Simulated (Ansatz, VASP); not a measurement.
# One calculation of PbS, two programs

```
Pb S
1.0
     2.01340    1.16244    3.45087
    -2.01340    1.16244    3.45087
     0.00000   -2.32487    3.45087
Pb S
1 1
Direct
  0.97815 0.97815 0.97815
  0.47745 0.47745 0.47745
```

Alike in both runs: task single point; functional r2SCAN; k mesh 9 × 9 × 9; occupations gaussian, width 0.05 eV; no spin polarisation.

|  | VASP | Ansatz |
| --- | --- | --- |
| version | VASP 6.6.1 | Ansatz 0.2.0 |
| potentials or method | VASP PAW PBE potentials, release 64 (Pb_d, S), cutoff 520 eV | scalar-relativistic, plane waves, PAW |
| valence electrons in the cell | 20 | 20 |

```tsv
	VASP	Ansatz	Ansatz less VASP
pressure (GPa)	6.6	6.7	+0.01
traceless stress, the component that is largest in VASP (GPa)	-1.30	-1.30	+0.001
rms of the force components (eV/Å)	0.004	0.004	-0.0002
```

VASP's potentials were made for PBE, not for r2SCAN. Atom by atom the forces differ by 0.000 eV/Å (rms over components).

Neither program's run includes spin-orbit coupling.
